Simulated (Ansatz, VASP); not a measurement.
# S: VASP beside Ansatz

```xyz
1
Lattice="0.0000 2.1666 1.6899 2.1666 0.0000 1.6899 2.1666 2.1666 0.0000" Properties=species:S:1:pos:R:3 pbc="T T T"
S     0.0000    0.0000    0.0000
```

Alike in both runs: task single point; functional LDA; k mesh 22 × 22 × 22; occupations gaussian, width 0.15 eV; no spin polarisation.

```csv
,VASP,Ansatz
version,VASP 6.6.1,Ansatz 0.2.0
potentials or method,"VASP PAW LDA potentials, release 64 (S), cutoff 520 eV","scalar-relativistic, plane waves, PAW"
valence electrons in the cell,6,6
```

|  | VASP | Ansatz | Ansatz less VASP |
| --- | --- | --- | --- |
| gap on the k mesh at the Fermi level (eV) | none | none | - |
| pressure (GPa) | -6.8 | -6.8 | +0.03 |
| traceless stress, the component that is largest in VASP (GPa) | -6.50 | -6.48 | +0.015 |

LDA's correlation is that of Perdew and Zunger in VASP and of Perdew and Wang (1992) in Ansatz. A gap of «none» marks a metal or a gap that the smearing closes.
